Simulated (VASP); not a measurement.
Runs of VASP 6.6.1 on Cu. The structure is that of space group Im-3m (No. 229), or close to it. The cells are those of the table. 

```tsv
cell	gap on the mesh (eV)	pressure (GPa)
a = 2.523 Å, angles 108.2, 108.2, 112.0°, 1 atom	none	-10.4
a = 2.338 Å, angles 108.2, 108.2, 112.0°, 1 atom	none	35.3
a = 2.500 Å, angles 109.5, 109.5, 109.4°, 1 atom	none	-7.7
a = 2.480 Å, angles 108.9, 108.9, 110.7°, 1 atom	none	(b)
a = 2.542 Å, angles 108.8, 108.8, 110.7°, 1 atom	none	-12.9
a = 2.584 Å, angles 108.2, 108.2, 112.0°, 1 atom	none	-16.7
a = 2.504 Å, angles 107.6, 107.6, 113.3°, 1 atom	none	(a)
```

Alike in all rows: task single point; level PBEsol; potentials or basis VASP PAW PBE potentials, release 64 (Cu); no spin polarisation; k mesh 24 × 24 × 24; cutoff (eV) 520; smearing gaussian 0.15 eV.

Question: Estimate the missing entries.

Answer: (a) -7.5; (b) -4.5.

Caveats: the PAW data sets were made with another functional, which shifts forces and pressure a little; the cell stands under tension (at least some runs); the cell stands under pressure (at least some runs).

A gap of «none» marks levels without a gap at the run's occupations.
